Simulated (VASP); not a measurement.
# Ca (Im-3m) in VASP: settings compared, part 2 of 2

VASP 6.6.1.

## 3. Relaxation of cell and atoms, PBE

The input, INCAR:

```
SYSTEM = Ca
PREC     = Accurate       ! precision mode
ENCUT    = 600            ! plane-wave cutoff, eV
EDIFF    = 1E-6           ! SCF threshold, eV
ISMEAR   = -1             ! smearing method
SIGMA    = 0.05           ! smearing width, eV
LREAL    = .FALSE.        ! projectors in reciprocal space
LASPH    = .TRUE.         ! aspherical terms in the spheres
NELM     = 80             ! most SCF steps
ALGO     = Normal         ! electronic algorithm
ISIF     = 3              ! what is computed and relaxed
LWAVE    = .FALSE.        ! write WAVECAR
LCHARG   = .FALSE.        ! write CHGCAR
GGA      = PE             ! functional
IBRION   = 2              ! ionic algorithm
NSW      = 80             ! ionic steps
EDIFFG   = -0.01          ! ionic threshold
```

The input, KPOINTS:

```
regular mesh
0
G
  8 8 8
  0 0 0
```

The input, POSCAR:

```
Ca
1.0
   -2.2400000000      2.2400000000      2.2400000000
    2.2400000000     -2.2400000000      2.2400000000
    2.2400000000      2.2400000000     -2.2400000000
Ca
1
Direct
    0.0000000000      0.0000000000      0.0000000000
```

Potentials or basis: VASP PAW PBE potentials, release 64 (Ca_sv).

Started as:

```sh
> cat potpaw_PBE.64/Ca_sv/POTCAR > POTCAR
> mpirun -np 1 vasp_std > vasp.out
```

OUTCAR:

```text
SYSTEM = Ca
   PREC = Accurate
   ENCUT = 600
   EDIFF = 1E-6
   ISMEAR = -1
   LREAL = .FALSE.
   LASPH = .TRUE.
   NELM = 80
   ISIF = 3
   GGA = PE
   IBRION = 2
   NSW = 80
   EDIFFG = -0.01

 ion  position               nearest neighbor table
   1  0.000  0.000  0.000-

  LATTYP: Found a body centered cubic cell.
 ALAT       =     4.4800000000

  Lattice vectors:

 A1 = (  -2.2400000000,   2.2400000000,   2.2400000000)
 A2 = (   2.2400000000,  -2.2400000000,   2.2400000000)
 A3 = (   2.2400000000,   2.2400000000,  -2.2400000000)

Analysis of symmetry for initial positions (statically):
=====================================================================
 Subroutine PRICEL returns:
 Original cell was already a primitive cell.

 Routine SETGRP: Setting up the symmetry group for a
 body centered cubic supercell.

 Subroutine GETGRP returns: Found 48 space group operations
 (whereof 48 operations were pure point group operations)
 out of a pool of 48 trial point group operations.

The static configuration has the point symmetry O_h .

Analysis of symmetry for dynamics (positions and initial velocities):
=====================================================================
 Subroutine PRICEL returns:
 Original cell was already a primitive cell.

 Routine SETGRP: Setting up the symmetry group for a
 body centered cubic supercell.

 Subroutine GETGRP returns: Found 48 space group operations
 (whereof 48 operations were pure point group operations)
 out of a pool of 48 trial point group operations.

The dynamic configuration has the point symmetry O_h .

 Subroutine INISYM returns: Found 48 space group operations
 (whereof 48 operations are pure point group operations),
 and found     1 'primitive' translations

----------------------------------------------------------------------------------------
[... 119 lines left out ...]
   IVDW    =     0    specifies the selected vdW correction
   LEPSILON=     F    determine dielectric tensor
   LRPA    =     F    only Hartree local field effects (RPA)
 conjugate gradient relaxation of ions
 non-spin polarized calculation
  energy-cutoff  :      600.00
  volume of cell :       44.96
 maximum number of plane-waves:      1509
   NGX = 15   NGY = 15   NGZ = 15

--------------------------------------- Ionic step        1  -------------------------------------------

 number of electron      10.0000000 magnetization

 Free energy of the ion-electron system (eV)
  ---------------------------------------------------
  ext. energy  EPLUGINS =         0.00000000
  ---------------------------------------------------
  free energy    TOTEN  =        -1.90978038 eV

  energy without entropy =       -1.89655993  energy(sigma->0) =       -1.90317015

------------------------ aborting loop because EDIFF is reached ----------------------------------------

  FORCE on cell =-STRESS in cart. coord.  units (eV):
  Direction    XX          YY          ZZ          XY          YZ          ZX
  --------------------------------------------------------------------------------------
  -------------------------------------------------------------------------------------
  Total       -0.2696927     -0.2696927     -0.2696927      0.0000000      0.0000000     -0.0000000
  in kB       -9.6111587     -9.6111587     -9.6111587      0.0000000      0.0000000     -0.0000000
  external PRESSURE =      -9.6111587 kB  Pullay stress =       0.0000000 kB
[... 57 lines left out ...]
--------------------------------------- Ionic step        3  -------------------------------------------

 number of electron      10.0000000 magnetization

 Free energy of the ion-electron system (eV)
  ---------------------------------------------------
  ext. energy  EPLUGINS =         0.00000000
  ---------------------------------------------------
  free energy    TOTEN  =        -1.91812613 eV

  energy without entropy =       -1.90468172  energy(sigma->0) =       -1.91140393

 E-fermi :   1.9918     XC(G=0):  -7.7349

 val. band max:        1.9899956656   @ k =   0.5000   0.5000   0.2500
 cond. band min:       2.0315812398   @ k =   0.5000   0.5000   0.3750
 fundamental gap:      0.0415855741
 Fermi energy:         1.9918399423

 k-point     1 :       0.0000    0.0000    0.0000
  band No.  band energies     occupation
      1     -40.0423      2.00000
      2     -20.9584      2.00000
      3     -20.9584      2.00000
      4     -20.9584      2.00000
      5      -2.0599      2.00000
      6       4.3086      0.00000
      7       4.3086      0.00000
      8       4.3086      0.00000
      9       5.3652      0.00000
[... 265 lines left out ...]
 k-point    24 :      -0.3750    0.3750    0.2500
  band No.  band energies     occupation
      1     -40.0236      2.00000
      2     -21.0633      2.00000
      3     -21.0255      2.00000
      4     -21.0110      2.00000
      5       0.9865      2.00000
      6       2.7307      0.00000
      7       4.1562      0.00000
      8       4.3417      0.00000
      9       5.4355      0.00000

 [... further k-points ...]
[... 5 lines left out ...]
  --------------------------------------------------------------------------------------
  -------------------------------------------------------------------------------------
  Total        0.0049179      0.0049179      0.0049179     -0.0000000     -0.0000000      0.0000000
  in kB        0.1867793      0.1867793      0.1867793     -0.0000000     -0.0000000      0.0000000
  external PRESSURE =       0.1867793 kB  Pullay stress =       0.0000000 kB
[... 16 lines left out ...]
  FREE ENERGIE OF THE ION-ELECTRON SYSTEM (eV)
  ---------------------------------------------------
  free  energy   TOTEN  =        -1.9181261276 eV

  energy  without entropy=       -1.9046817237  energy(sigma->0) =       -1.91140393

 reached required accuracy - stopping structural energy minimisation
```

OSZICAR:

```text
N       E                     dE             d eps       ncg     rms          rms(c)
DAV:   1     0.639503741763E+02    0.63950E+02   -0.54061E+03   522   0.111E+03
DAV:   2    -0.580555820231E+00   -0.64531E+02   -0.64248E+02   534   0.231E+02
DAV:   3    -0.186365881620E+01   -0.12831E+01   -0.12748E+01   795   0.347E+01
[... 24 lines left out ...]
DAV:   5    -0.191809870948E+01   -0.91247E-03   -0.17271E-03   812   0.192E-01    0.488E-02
DAV:   6    -0.191813240165E+01   -0.33692E-04   -0.91040E-05   877   0.805E-02    0.120E-02
DAV:   7    -0.191812215757E+01    0.10244E-04   -0.21904E-05   632   0.523E-02    0.190E-02
DAV:   8    -0.191812625595E+01   -0.40984E-05   -0.25158E-05   805   0.460E-02    0.192E-03
DAV:   9    -0.191812612760E+01    0.12835E-06   -0.13040E-07   293   0.382E-03
   3 F= -.19181261E+01 E0= -.19114039E+01  d E =-.834575E-02
```

Run time: 19 s. Hardware: 1 thread of AMD EPYC 9R45 (Zen 5), shared host; peak memory 0.16 GiB.

What came out:

- Free energy: -1.9181 eV
- Relaxed volume: 42.19 Å³/atom
- Relaxed cell: a = 3.798 Å, b = 3.798 Å, c = 3.798 Å, α = 109.47°, β = 109.47°, γ = 109.47°
- Space group after relaxing (to 0.05 Å): Im-3m (No. 229)
- Energy gained by relaxing: 8.3 meV/atom
- Ionic steps: 3
- Pressure after relaxing: 0.0 GPa
- Band gap on the k mesh: zero (band 5 reaches 2.35 eV, above the bottom of band 6 at 1.98 eV)

The path:
```csv
step,energy change (eV),largest force (eV/Å),pressure (GPa),volume (Å³)
1,0.0000,0.0000,-0.96,44.96
2,-0.0072,0.0000,-0.37,43.23
3,-0.0083,0.0000,0.02,42.19
```

Final structure:
```xyz
1
Lattice="-2.1930 2.1930 2.1930 2.1930 -2.1930 2.1930 2.1930 2.1930 -2.1930" Properties=species:S:1:pos:R:3 pbc="T T T"
Ca    0.0000    0.0000    0.0000
```

Levels at points of the mesh, in eV from the Fermi level:
```csv
k point,band 2,band 3,band 4,band 5,band 6,band 7,band 8,band 9
"(0.00, 0.00, 0.00)",-22.95,-22.95,-22.95,-4.05,2.32,2.32,2.32,3.37
"(0.50, 0.00, 0.00)",-23.09,-23.00,-22.95,-0.89,-0.01,1.36,3.27,3.65
"(0.50, 0.50, 0.50)",-23.05,-23.05,-23.05,0.07,0.07,3.94,3.94,3.94
```

## 4. Relaxation of cell and atoms, PBEsol

The input, INCAR:

```
SYSTEM = Ca
ALGO     = Normal         ! electronic algorithm
EDIFF    = 1E-6           ! SCF threshold, eV
EDIFFG   = -0.01          ! ionic threshold
ENCUT    = 600            ! plane-wave cutoff, eV
GGA      = PS             ! functional
IBRION   = 2              ! ionic algorithm
ISIF     = 3              ! what is computed and relaxed
ISMEAR   = -1             ! smearing method
LASPH    = .True.         ! aspherical terms in the spheres
LCHARG   = .False.        ! write CHGCAR
LREAL    = .False.        ! projectors in reciprocal space
LWAVE    = .False.        ! write WAVECAR
NELM     = 80             ! most SCF steps
NSW      = 80             ! ionic steps
PREC     = Accurate       ! precision mode
SIGMA    = 0.05           ! smearing width, eV
```

The input, KPOINTS:

```
k-points
0
Gamma
  8 8 8
  0 0 0
```

POSCAR is that of step 3.

Started as:

```sh
> cat potpaw_PBE.64/Ca_sv/POTCAR > POTCAR
> mpirun -np 1 vasp_std > vasp.out
```

Run time: 18 s. Hardware: 1 thread of AMD EPYC 9R45 (Zen 5), shared host; peak memory 0.16 GiB.

It converged, with:

- Free energy: -2.1231 eV
- Relaxed volume: 40.53 Å³/atom
- Relaxed cell: a = 3.748 Å, b = 3.748 Å, c = 3.748 Å, α = 109.47°, β = 109.47°, γ = 109.47°
- Space group after relaxing (to 0.05 Å): Im-3m (No. 229)
- Energy gained by relaxing: 22.6 meV/atom
- Ionic steps: 3
- Pressure after relaxing: 0.0 GPa
- Band gap on the k mesh: zero (band 5 reaches 2.44 eV, above the bottom of band 6 at 2.08 eV)

Step by step:
| step | energy change (eV) | largest force (eV/Å) | pressure (GPa) | volume (Å³) |
| --- | --- | --- | --- | --- |
| 1 | 0.0000 | 0.0000 | -1.53 | 44.96 |
| 2 | -0.0189 | 0.0000 | -0.66 | 42.22 |
| 3 | -0.0226 | 0.0000 | -0.02 | 40.53 |

Final structure:
```
Ca
1.0
    -2.16390    2.16390    2.16390
     2.16390   -2.16390    2.16390
     2.16390    2.16390   -2.16390
Ca
1
Direct
  0.00000 0.00000 0.00000
```

Levels at points of the mesh, in eV from the Fermi level:
| k point | band 3 | band 4 | band 5 | band 6 | band 7 | band 8 |
| --- | --- | --- | --- | --- | --- | --- |
| (0.00, 0.00, 0.00) | -22.75 | -22.75 | -4.13 | 2.36 | 2.36 | 2.36 |
| (0.50, 0.00, 0.00) | -22.80 | -22.74 | -0.92 | 0.03 | 1.35 | 3.38 |
| (0.50, 0.50, 0.50) | -22.86 | -22.86 | 0.02 | 0.02 | 4.09 | 4.09 |

Caveat: the PAW data sets were made with another functional, which shifts forces and pressure a little.

## 5. Relaxation of cell and atoms, RPBE

The input, INCAR:

```
ALGO = Normal
EDIFF = 1E-6
EDIFFG = -0.01
ENCUT = 600
GGA = RP
IBRION = 2
ISIF = 3
ISMEAR = -1
LASPH = True
LCHARG = False
LREAL = False
LWAVE = False
NELM = 60
NSW = 80
PREC = Accurate
SIGMA = 0.05
```

The input, KPOINTS:

```
k-points
0
Gamma
  8 8 8
```

POSCAR is that of step 4.

Started as:

```sh
> cat potpaw_PBE.64/Ca_sv/POTCAR > POTCAR
> mpirun -np 1 vasp_std > vasp.out
```

It took 17 s on 1 thread of AMD EPYC 9R45 (Zen 5), shared host; peak memory 0.16 GiB.

Results (log left out):

```
Free energy                            : -1.7334 eV
Relaxed volume                         : 44.60 Å³/atom
Relaxed cell                           : a = 3.869 Å, b = 3.869 Å, c = 3.869 Å, α = 109.47°, β = 109.47°, γ = 109.47°
Space group after relaxing (to 0.05 Å) : Im-3m (No. 229)
Energy gained by relaxing              : 0.1 meV/atom
Ionic steps                            : 3
Pressure after relaxing                : 0.0 GPa
Band gap on the k mesh                 : zero (band 5 reaches 2.24 eV, above the bottom of band 6 at 1.80 eV)
```

Step by step:
```csv
step,energy change (eV),largest force (eV/Å),pressure (GPa),volume (Å³)
1,0.0000,0.0000,-0.13,44.96
2,-0.0001,0.0000,-0.05,44.73
3,-0.0001,0.0000,0.00,44.60
```

Final structure:
```
Ca
1.0
    -2.23405    2.23405    2.23405
     2.23405   -2.23405    2.23405
     2.23405    2.23405   -2.23405
Ca
1
Cartesian
  0.0000 0.0000 0.0000
```

Levels at points of the mesh, in eV from the Fermi level:
```tsv
k point	band 3	band 4	band 5	band 6	band 7	band 8
(0.00, 0.00, 0.00)	-23.15	-23.15	-3.93	2.30	2.30	2.30
(0.50, 0.00, 0.00)	-23.19	-23.15	-0.82	-0.07	1.39	3.19
(0.50, 0.50, 0.50)	-23.23	-23.23	0.15	0.15	3.75	3.75
```

Caveat: the PAW data sets were made with another functional, which shifts forces and pressure a little.

## 6. Relaxation of cell and atoms, revPBE

The input, INCAR:

```
PREC     = Accurate       # precision mode
ENCUT    = 600            # plane-wave cutoff, eV
EDIFF    = 1E-7           # SCF threshold, eV
ISMEAR   = -1             # smearing method
SIGMA    = 0.05           # smearing width, eV
LREAL    = False          # projectors in reciprocal space
LASPH    = True           # aspherical terms in the spheres
NELM     = 60             # most SCF steps
ALGO     = Normal         # electronic algorithm
ISIF     = 3              # what is computed and relaxed
LWAVE    = False          # write WAVECAR
LCHARG   = False          # write CHGCAR
GGA      = RE             # functional
IBRION   = 2              # ionic algorithm
NSW      = 80             # ionic steps
EDIFFG   = -0.01          # ionic threshold
```

The input, KPOINTS:

```
Automatic mesh
0
Gamma
  8 8 8
```

POSCAR is that of step 5.

Potentials or basis: VASP PAW PBE potentials, release 64 (Ca_sv).

Started as:

```sh
> cat potpaw_PBE.64/Ca_sv/POTCAR > POTCAR
> mpirun -np 1 vasp_std > vasp.out
```

Run time: 20 s. Hardware: 1 thread of AMD EPYC 9R45 (Zen 5), shared host; peak memory 0.16 GiB.

It converged, with:

* Free energy: -1.7534 eV
* Relaxed volume: 44.09 Å³/atom
* Relaxed cell: a = 3.855 Å, b = 3.855 Å, c = 3.855 Å, α = 109.47°, β = 109.47°, γ = 109.47°
* Space group after relaxing (to 0.05 Å): Im-3m (No. 229)
* Energy gained by relaxing: 0.9 meV/atom
* Ionic steps: 3
* Pressure after relaxing: 0.0 GPa
* Band gap on the k mesh: zero (band 5 reaches 2.26 eV, above the bottom of band 6 at 1.84 eV)

Step by step:
```tsv
step	energy change (eV)	largest force (eV/Å)	pressure (GPa)	volume (Å³)
1	0.0000	0.0000	-0.31	44.96
2	-0.0007	0.0000	-0.11	44.40
3	-0.0009	0.0000	0.00	44.09
```

Final structure:
```cif
data_structure
_symmetry_space_group_name_H-M 'P 1'
_symmetry_Int_Tables_number 1
_cell_length_a 3.8548
_cell_length_b 3.8548
_cell_length_c 3.8548
_cell_angle_alpha 109.471
_cell_angle_beta 109.471
_cell_angle_gamma 109.471
_cell_volume 44.09
loop_
_atom_site_label
_atom_site_type_symbol
_atom_site_fract_x
_atom_site_fract_y
_atom_site_fract_z
_atom_site_occupancy
Ca1 Ca 0.00000 0.00000 0.00000 1
```

Levels at points of the mesh, in eV from the Fermi level:
| k point | band 2 | band 3 | band 4 | band 5 | band 6 | band 7 | band 8 | band 9 |
| --- | --- | --- | --- | --- | --- | --- | --- | --- |
| (0.00, 0.00, 0.00) | -23.11 | -23.11 | -23.11 | -3.96 | 2.30 | 2.30 | 2.30 | 3.30 |
| (0.50, 0.00, 0.00) | -23.22 | -23.15 | -23.11 | -0.83 | -0.06 | 1.38 | 3.20 | 3.56 |
| (0.50, 0.50, 0.50) | -23.19 | -23.19 | -23.19 | 0.13 | 0.13 | 3.78 | 3.78 | 3.78 |

Caveat: the PAW data sets were made with another functional, which shifts forces and pressure a little.

## 7. Summary

```csv
level,potentials or basis,gap on the mesh (eV),pressure (GPa),relaxed volume (Å³/atom)
LDA,"VASP PAW LDA potentials, release 64 (Ca_sv)",none,0.0,37.55
PBE,"VASP PAW PBE potentials, release 64 (Ca_sv)",none,0.0,42.19
PBEsol,"VASP PAW PBE potentials, release 64 (Ca_sv)",none,0.0,40.53
RPBE,"VASP PAW PBE potentials, release 64 (Ca_sv)",none,0.0,44.60
revPBE,"VASP PAW PBE potentials, release 64 (Ca_sv)",none,0.0,44.09
```

Alike in all rows: task relaxation of cell and atoms; no spin polarisation; cell relaxed; k mesh 8 × 8 × 8; cutoff (eV) 600; smearing fermi-dirac 0.05 eV.

Caveats: the PAW data sets were made with another functional, which shifts forces and pressure a little (some runs); the volume moved by over 15 % at a fixed basis, so the end points are rough (some runs); the volume moved by -16 % from the deposited cell, more than functionals usually miss (some runs).

Absolute energies hang on the potentials; compare differences alone.
